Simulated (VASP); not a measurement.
A run of VASP 6.6.1 is set up as follows.

INCAR

```
  PREC = Accurate
  ENCUT = 520
  EDIFF = 1E-6
  ISMEAR = -1
  SIGMA = 0.05
  LREAL = F
  LASPH = T
  NELM = 80
  ALGO = Normal
  ISIF = 2
  LWAVE = F
  LCHARG = F
  GGA = PS
  NBANDS = 11
```

The input KPOINTS:

```
Automatic mesh
0
Gamma
  8 8 8
```

Contents of POSCAR:

```
MgS
1.0
    0.0000000000      2.7948299470      2.7948299470
    2.7948299470      0.0000000000      2.7948299470
    2.7948299470      2.7948299470      0.0000000000
S Mg
1 1
Direct
    0.2500000000      0.2500000000      0.2500000000
    0.0000000000      0.0000000000      0.0000000000
```

Potentials or basis: VASP PAW PBE potentials, release 64 (S, Mg).

The run is started by

```bash
$ cat potpaw_PBE.64/S/POTCAR potpaw_PBE.64/Mg/POTCAR > POTCAR
$ mpirun -np 1 vasp_std > vasp.out
```

Task: Estimate the band gap on the k mesh.

Result: 3.49 eV, direct.

Task: Estimate the pressure.

Result: 2.0 GPa.

Caveat: the PAW data sets were made with another functional, which shifts forces and pressure a little. A k mesh can miss the band edges.
